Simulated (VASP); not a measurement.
# SiTe3 (Pm-3m) in VASP: further runs

The runs below take SiTe3 through relaxation of cell and atoms, single point, with PBE.

Everything below comes from runs of VASP 6.6.1. Logs are shortened: lines on timing, memory, paths and dates and some standing lists are left out, and cuts for length are marked.

## 1. The cell of the first run

It takes space group Pm-3m (No. 221, cubic). The conventional cell has a = 4.707 Å, b = 4.707 Å, c = 4.707 Å, α = 90.00°, β = 90.00°, γ = 90.00°. Within 4.4 Å of Si (site symmetry m-3m) lie 12 Te at 3.33 Å. Te (site symmetry 4/mmm) has 4 Si at 3.33 Å and 8 Te at 3.33 Å within 4.4 Å.

## 2. Relaxation of cell and atoms, PBE

File INCAR:

```
SYSTEM = SiTe3
ALGO     = Normal         ! electronic algorithm
EDIFF    = 1E-7           ! SCF threshold, eV
EDIFFG   = -0.01          ! ionic threshold
ENCUT    = 600            ! plane-wave cutoff, eV
GGA      = PE             ! functional
IBRION   = 2              ! ionic algorithm
ISIF     = 3              ! what is computed and relaxed
ISMEAR   = 0              ! smearing method
LASPH    = .TRUE.         ! aspherical terms in the spheres
LCHARG   = .FALSE.        ! write CHGCAR
LREAL    = .FALSE.        ! projectors in reciprocal space
LWAVE    = .FALSE.        ! write WAVECAR
NELM     = 80             ! most SCF steps
NSW      = 100            ! ionic steps
PREC     = Accurate       ! precision mode
SIGMA    = 0.1            ! smearing width, eV
```

File KPOINTS:

```
k-points
0
G
  10 10 10
  0 0 0
```

File POSCAR:

```
SiTe3
1.0
    4.7073466509      0.0000000000      0.0000000000
    0.0000000000      4.7073466509      0.0000000000
    0.0000000000      0.0000000000      4.7073466509
Si Te
1 3
Direct
    0.0000000000      0.0000000000      0.0000000000
    0.5000000000      0.0000000000      0.5000000000
    0.0000000000      0.5000000000      0.5000000000
    0.5000000000      0.5000000000      0.0000000000
```

Potentials or basis: VASP PAW PBE potentials, release 64 (Si, Te).

Launch:

```bash
$ cat potpaw_PBE.64/Si/POTCAR potpaw_PBE.64/Te/POTCAR > POTCAR
$ mpirun -np 1 vasp_std > vasp.out
```

OUTCAR:

```text
SYSTEM = SiTe3
   EDIFF = 1E-7
   EDIFFG = -0.01
   ENCUT = 600
   GGA = PE
   IBRION = 2
   ISIF = 3
   ISMEAR = 0
   LASPH = .TRUE.
   LREAL = .FALSE.
   NELM = 80
   NSW = 100
   PREC = Accurate

 ion  position               nearest neighbor table
   1  0.000  0.000  0.000-   2 3.33   3 3.33   4 3.33   2 3.33   3 3.33   3 3.33   4 3.33   3 3.33
                             2 3.33   4 3.33   2 3.33   4 3.33
   2  0.500  0.000  0.500-   1 3.33   3 3.33   4 3.33   1 3.33   4 3.33   3 3.33   4 3.33   4 3.33
                             1 3.33   3 3.33   1 3.33   3 3.33
   3  0.000  0.500  0.500-   1 3.33   2 3.33   4 3.33   1 3.33   4 3.33   1 3.33   2 3.33   1 3.33
                             2 3.33   4 3.33   4 3.33   2 3.33
   4  0.500  0.500  0.000-   1 3.33   2 3.33   3 3.33   2 3.33   3 3.33   1 3.33   2 3.33   2 3.33
                             1 3.33   3 3.33   3 3.33   1 3.33

  LATTYP: Found a simple cubic cell.
 ALAT       =     4.7073466509

  Lattice vectors:

 A1 = (   4.7073466509,   0.0000000000,   0.0000000000)
 A2 = (   0.0000000000,   4.7073466509,   0.0000000000)
 A3 = (   0.0000000000,   0.0000000000,   4.7073466509)

Analysis of symmetry for initial positions (statically):
=====================================================================
 Subroutine PRICEL returns:
 Original cell was already a primitive cell.

 Routine SETGRP: Setting up the symmetry group for a
 simple cubic supercell.

 Subroutine GETGRP returns: Found 48 space group operations
 (whereof 48 operations were pure point group operations)
 out of a pool of 48 trial point group operations.

The static configuration has the point symmetry O_h .

Analysis of symmetry for dynamics (positions and initial velocities):
=====================================================================
 Subroutine PRICEL returns:
 Original cell was already a primitive cell.

 Routine SETGRP: Setting up the symmetry group for a
 simple cubic supercell.

 Subroutine GETGRP returns: Found 48 space group operations
 (whereof 48 operations were pure point group operations)
 out of a pool of 48 trial point group operations.

The dynamic configuration has the point symmetry O_h .

 Subroutine INISYM returns: Found 48 space group operations
 (whereof 48 operations are pure point group operations),
 and found     1 'primitive' translations

----------------------------------------------------------------------------------------

                                     Primitive cell

  volume of cell :     104.3106

  direct lattice vectors                    reciprocal lattice vectors
     4.707346651  0.000000000  0.000000000     0.212433898  0.000000000  0.000000000
     0.000000000  4.707346651  0.000000000     0.000000000  0.212433898  0.000000000
     0.000000000  0.000000000  4.707346651     0.000000000  0.000000000  0.212433898

  length of vectors
     4.707346651  4.707346651  4.707346651     0.212433898  0.212433898  0.212433898

  position of ions in fractional coordinates (direct lattice)
     0.000000000  0.000000000  0.000000000
     0.500000000  0.000000000  0.500000000
     0.000000000  0.500000000  0.500000000
     0.500000000  0.500000000  0.000000000

  ion indices of the primitive-cell ions
   primitive index   ion index
                 1           1
                 2           2
                 3           3
                 4           4

----------------------------------------------------------------------------------------

 KPOINTS: k-points

Automatic generation of k-mesh.
 Grid dimensions read from file:
 generate k-points for:   10   10   10

 Generating k-lattice:

[... 80 lines left out ...]
     AMIX     =   0.40;   BMIX     =  1.00
     AMIX_MAG =   1.60;   BMIX_MAG =  1.00
  volume/ion in A,a.u.               =      26.08       175.98
  Fermi-wavevector in a.u.,A,eV,Ry     =   0.974480  1.841500 12.920243  0.949611
  Thomas-Fermi vector in A             =   2.104943
   LORBIT       =      0    0 simple, 1 ext, 2 COOP (PROOUT), +10 PAW based schemes
   GGA     = PE    functional components
   LHFCALC =     F    Hartree Fock is set to
   AEXX    =    0.0000 exact exchange contribution
   IVDW    =     0    specifies the selected vdW correction
   LEPSILON=     F    determine dielectric tensor
   LRPA    =     F    only Hartree local field effects (RPA)
 conjugate gradient relaxation of ions
 non-spin polarized calculation
 Gauss-broadening in eV      SIGMA  =   0.10
  energy-cutoff  :      600.00
  volume of cell :      104.31
 maximum number of plane-waves:      3514
 NGX is ok and might be reduce to    40
   NGX = 19   NGY = 19   NGZ = 19

--------------------------------------- Ionic step        1  -------------------------------------------

 number of electron      21.9999998 magnetization

 Free energy of the ion-electron system (eV)
  ---------------------------------------------------
  ext. energy  EPLUGINS =         0.00000000
  ---------------------------------------------------
  free energy    TOTEN  =       -12.36308344 eV

  energy without entropy =      -12.34534940  energy(sigma->0) =      -12.35421642

------------------------ aborting loop because EDIFF is reached ----------------------------------------

  FORCE on cell =-STRESS in cart. coord.  units (eV):
  Direction    XX          YY          ZZ          XY          YZ          ZX
  --------------------------------------------------------------------------------------
  -------------------------------------------------------------------------------------
  Total       -0.0752690     -0.0752690     -0.0752690     -0.0000000      0.0000000     -0.0000000
  in kB       -1.1561071     -1.1561071     -1.1561071     -0.0000000      0.0000000     -0.0000000
  external PRESSURE =      -1.1561071 kB  Pullay stress =       0.0000000 kB

 VOLUME and BASIS-vectors are now :
 -----------------------------------------------------------------------------
  energy-cutoff  :      600.00
  volume of cell :      104.31
      direct lattice vectors                 reciprocal lattice vectors
     4.707346651  0.000000000  0.000000000     0.212433898  0.000000000  0.000000000
     0.000000000  4.707346651  0.000000000     0.000000000  0.212433898  0.000000000
     0.000000000  0.000000000  4.707346651     0.000000000  0.000000000  0.212433898

 POSITION                                       TOTAL-FORCE (eV/Angst)
 -----------------------------------------------------------------------------------
      0.00000      0.00000      0.00000         0.000000      0.000000      0.000000
      2.35367      0.00000      2.35367         0.000000      0.000000      0.000000
      0.00000      2.35367      2.35367         0.000000      0.000000      0.000000
      2.35367      2.35367      0.00000         0.000000      0.000000      0.000000
 -----------------------------------------------------------------------------------
    total drift:                                0.000000     -0.000000     -0.000000

  FREE ENERGIE OF THE ION-ELECTRON SYSTEM (eV)
  ---------------------------------------------------
  free  energy   TOTEN  =       -12.3630834368 eV

  energy  without entropy=      -12.3453493986  energy(sigma->0) =      -12.35421642

--------------------------------------- Ionic step        2  -------------------------------------------

 number of electron      21.9999998 magnetization

 Free energy of the ion-electron system (eV)
  ---------------------------------------------------
  ext. energy  EPLUGINS =         0.00000000
  ---------------------------------------------------
  free energy    TOTEN  =       -12.36316297 eV

  energy without entropy =      -12.34553901  energy(sigma->0) =      -12.35435099

 E-fermi :   7.9070     XC(G=0): -10.1161

 val. band max:        7.9026057152   @ k =   0.1000   0.0000   0.0000
 cond. band min:       7.9202345984   @ k =   0.5000   0.2000   0.2000
 fundamental gap:      0.0176288832
 Fermi energy:         7.9070472634

 k-point     1 :       0.0000    0.0000    0.0000
  band No.  band energies     occupation
      1      -6.0796      2.00000
      2      -1.9396      2.00000
      3      -1.9396      2.00000
      4       1.7000      2.00000
      5       2.5447      2.00000
      6       2.5447      2.00000
      7       2.5447      2.00000
      8       7.2020      2.00000
      9       7.2020      2.00000
     10       7.2020      2.00000
     11       7.9879      0.25274
     12       7.9879      0.25274
     13       7.9879      0.25274
     14      11.7905      0.00000
[... 401 lines left out ...]
      2      -3.1690      2.00000
      3      -2.0723      2.00000
      4       0.8602      2.00000
      5       3.3425      2.00000
      6       3.4321      2.00000
      7       4.9722      2.00000
      8       5.1038      2.00000
      9       5.5863      2.00000
     10       7.0287      2.00000
     11       7.3860      2.00000
     12       7.5352      2.00000
     13       8.2944      0.00000
     14       8.9934      0.00000
     15      10.7222      0.00000

 [... further k-points ...]

------------------------ aborting loop because EDIFF is reached ----------------------------------------

  FORCE on cell =-STRESS in cart. coord.  units (eV):
  Direction    XX          YY          ZZ          XY          YZ          ZX
  --------------------------------------------------------------------------------------
  -------------------------------------------------------------------------------------
  Total        0.0196534      0.0196534      0.0196534     -0.0000000      0.0000000     -0.0000000
  in kB        0.3026927      0.3026927      0.3026927     -0.0000000      0.0000000     -0.0000000
  external PRESSURE =       0.3026927 kB  Pullay stress =       0.0000000 kB

 VOLUME and BASIS-vectors are now :
 -----------------------------------------------------------------------------
  energy-cutoff  :      600.00
  volume of cell :      104.03
      direct lattice vectors                 reciprocal lattice vectors
     4.703073351 -0.000000000 -0.000000000     0.212626920  0.000000000  0.000000000
    -0.000000000  4.703073351 -0.000000000     0.000000000  0.212626920 -0.000000000
    -0.000000000  0.000000000  4.703073351     0.000000000  0.000000000  0.212626920

 POSITION                                       TOTAL-FORCE (eV/Angst)
 -----------------------------------------------------------------------------------
      0.00000      0.00000      0.00000        -0.000000      0.000000      0.000000
      2.35154      0.00000      2.35154        -0.000000     -0.000000      0.000000
     -0.00000      2.35154      2.35154         0.000000      0.000000      0.000000
      2.35154      2.35154     -0.00000        -0.000000      0.000000      0.000000
 -----------------------------------------------------------------------------------
    total drift:                                0.000000     -0.000000     -0.000000

  FREE ENERGIE OF THE ION-ELECTRON SYSTEM (eV)
  ---------------------------------------------------
  free  energy   TOTEN  =       -12.3631629749 eV

  energy  without entropy=      -12.3455390104  energy(sigma->0) =      -12.35435099

 reached required accuracy - stopping structural energy minimisation
```

Wall time 2 min (1 thread of Intel Xeon Platinum 8259CL at 2.50GHz (Skylake/Cascade Lake), shared host); peak memory 0.31 GiB.

Results:

```yaml
Free_energy: -12.3632 eV
Relaxed_volume: 26.01 Å³/atom
Relaxed_cell: a = 4.703 Å, b = 4.703 Å, c = 4.703 Å, α = 90.00°, β = 90.00°, γ = 90.00°
Space_group_after_relaxing_to_0.05_Å: Pm-3m (No. 221)
Energy_gained_by_relaxing: 0.0 meV/atom
Ionic_steps: 2
Pressure_after_relaxing: 0.0 GPa
Band_gap_on_the_k_mesh: zero (band 11 reaches 10.08 eV, above the bottom of band 12 at 7.28 eV)
```

Final structure:
```
Si Te
1.0
     4.70307    0.00000    0.00000
     0.00000    4.70307    0.00000
     0.00000    0.00000    4.70307
Si Te
1 3
Cartesian
  0.0000 0.0000 0.0000
  2.3515 0.0000 2.3515
  0.0000 2.3515 2.3515
  2.3515 2.3515 0.0000
```

Caveat: spin-orbit coupling is left out, which moves the levels of the heavy elements.

## 3. Single point, PBE

File INCAR:

```
SYSTEM = SiTe3
PREC = Accurate ; ENCUT = 500
EDIFF = 1E-6 ; ISMEAR = 1
SIGMA = 0.1 ; LREAL = .FALSE.
LASPH = .TRUE. ; NELM = 120
ALGO = Normal ; ISIF = 2
LWAVE = .FALSE. ; LCHARG = .TRUE.
GGA = PE ; LELF = .TRUE.
LVHAR = .TRUE. ; NBANDS = 19
GGA_COMPAT = .FALSE.
```

File KPOINTS:

```
regular mesh
0
G
  10 10 10
  0 0 0
```

POSCAR is that of step 2.

Potentials or basis: VASP PAW PBE potentials, release 64 (Si, Te).

Launch:

```bash
$ cat potpaw_PBE.64/Si/POTCAR potpaw_PBE.64/Te/POTCAR > POTCAR
$ mpirun -np 1 vasp_std > vasp.out
```

OUTCAR:

```text
SYSTEM = SiTe3
   PREC = Accurate
   ENCUT = 500
   EDIFF = 1E-6
   ISMEAR = 1
   LREAL = .FALSE.
   LASPH = .TRUE.
   NELM = 120
   ISIF = 2
   GGA = PE

 ion  position               nearest neighbor table
   1  0.000  0.000  0.000-   2 3.33   3 3.33   4 3.33   2 3.33   3 3.33   3 3.33   4 3.33   3 3.33
                             2 3.33   4 3.33   2 3.33   4 3.33
   2  0.500  0.000  0.500-   1 3.33   3 3.33   4 3.33   1 3.33   4 3.33   3 3.33   4 3.33   4 3.33
                             1 3.33   3 3.33   1 3.33   3 3.33
   3  0.000  0.500  0.500-   1 3.33   2 3.33   4 3.33   1 3.33   4 3.33   1 3.33   2 3.33   1 3.33
                             2 3.33   4 3.33   4 3.33   2 3.33
   4  0.500  0.500  0.000-   1 3.33   2 3.33   3 3.33   2 3.33   3 3.33   1 3.33   2 3.33   2 3.33
                             1 3.33   3 3.33   3 3.33   1 3.33

  LATTYP: Found a simple cubic cell.
 ALAT       =     4.7073466509

  Lattice vectors:

 A1 = (   4.7073466509,   0.0000000000,   0.0000000000)
 A2 = (   0.0000000000,   4.7073466509,   0.0000000000)
 A3 = (   0.0000000000,   0.0000000000,   4.7073466509)

Analysis of symmetry for initial positions (statically):
=====================================================================
 Subroutine PRICEL returns:
 Original cell was already a primitive cell.

[... 179 lines left out ...]
 Fermi energy:         7.8703274826

 k-point     1 :       0.0000    0.0000    0.0000
  band No.  band energies     occupation
      1      -6.0951      2.00000
      2      -1.9766      2.00000
      3      -1.9766      2.00000
      4       1.6657      2.00000
      5       2.5248      2.00000
      6       2.5248      2.00000
[... 505 lines left out ...]
      6       3.4086      2.00000
[... 11 lines left out ...]
     18      13.7274      0.00000
     19      13.7645      0.00000

 [... further k-points ...]

------------------------ aborting loop because EDIFF is reached ----------------------------------------

  FORCE on cell =-STRESS in cart. coord.  units (eV):
  Direction    XX          YY          ZZ          XY          YZ          ZX
  --------------------------------------------------------------------------------------
  -------------------------------------------------------------------------------------
  Total       -0.0953639     -0.0953639     -0.0953639     -0.0000000      0.0000000     -0.0000000
  in kB       -1.4647589     -1.4647589     -1.4647589     -0.0000000      0.0000000     -0.0000000
  external PRESSURE =      -1.4647589 kB  Pullay stress =       0.0000000 kB

 VOLUME and BASIS-vectors are now :
 -----------------------------------------------------------------------------
  energy-cutoff  :      500.00
  volume of cell :      104.31
      direct lattice vectors                 reciprocal lattice vectors
     4.707346651  0.000000000  0.000000000     0.212433898  0.000000000  0.000000000
     0.000000000  4.707346651  0.000000000     0.000000000  0.212433898  0.000000000
     0.000000000  0.000000000  4.707346651     0.000000000  0.000000000  0.212433898

 POSITION                                       TOTAL-FORCE (eV/Angst)
 -----------------------------------------------------------------------------------
      0.00000      0.00000      0.00000         0.000000      0.000000      0.000000
      2.35367      0.00000      2.35367         0.000000      0.000000      0.000000
      0.00000      2.35367      2.35367         0.000000      0.000000      0.000000
      2.35367      2.35367      0.00000         0.000000      0.000000      0.000000
 -----------------------------------------------------------------------------------
    total drift:                               -0.000000      0.000000      0.000000

  FREE ENERGIE OF THE ION-ELECTRON SYSTEM (eV)
  ---------------------------------------------------
  free  energy   TOTEN  =       -12.3540579625 eV

  energy  without entropy=      -12.3534391078  energy(sigma->0) =      -12.35385168
```

OSZICAR:

```text
N       E                     dE             d eps       ncg     rms          rms(c)
DAV:   1     0.767545062291E+02    0.76755E+02   -0.80493E+03  2128   0.902E+02
DAV:   2    -0.722501770298E+01   -0.83980E+02   -0.81816E+02  2962   0.138E+02
DAV:   3    -0.123032642843E+02   -0.50782E+01   -0.50429E+01  2611   0.345E+01
DAV:   4    -0.123787679395E+02   -0.75504E-01   -0.75458E-01  2529   0.496E+00
DAV:   5    -0.123804333018E+02   -0.16654E-02   -0.16653E-02  2476   0.773E-01    0.125E+01
DAV:   6    -0.123601275249E+02    0.20306E-01   -0.28062E-02  2456   0.669E-01    0.773E+00
DAV:   7    -0.123543384179E+02    0.57891E-02   -0.34448E-02  2333   0.828E-01    0.465E-01
DAV:   8    -0.123541482842E+02    0.19013E-03   -0.14362E-03  2439   0.192E-01    0.299E-01
DAV:   9    -0.123540676116E+02    0.80673E-04   -0.35790E-04  2395   0.837E-02    0.191E-01
DAV:  10    -0.123540592588E+02    0.83528E-05   -0.33047E-05  2417   0.291E-02    0.569E-02
DAV:  11    -0.123540580177E+02    0.12411E-05   -0.13947E-06  1581   0.706E-03    0.909E-03
DAV:  12    -0.123540579625E+02    0.55181E-07   -0.16527E-07  1346   0.260E-03
   1 F= -.12354058E+02 E0= -.12353852E+02  d E =-.618855E-03
```

Wall time 2.1 min (1 thread of Intel Xeon 8259CL, shared host); peak memory 0.25 GiB.

What came out:

| Property | Result |
| --- | --- |
| Free energy | -12.3541 eV |
| Pressure | -0.1 GPa |
| Band gap on the k mesh | zero (band 11 reaches 10.03 eV, above the bottom of band 12 at 7.25 eV) |

Levels at points of the mesh, in eV from the Fermi level:
```
           k point  band 9  band 10  band 11  band 12  band 13  band 14
(0.00, 0.00, 0.00)   -0.70    -0.70     0.08     0.08     0.08     3.89
(0.50, 0.00, 0.00)   -2.23    -1.98    -0.28     0.33     0.77     0.77
(0.50, 0.50, 0.00)   -2.48    -2.34    -2.34    -0.62     1.79     1.93
(0.50, 0.50, 0.50)    1.96     1.96     2.16     2.16     2.16     3.32
```

Caveat: spin-orbit coupling is left out, which moves the levels of the heavy elements.
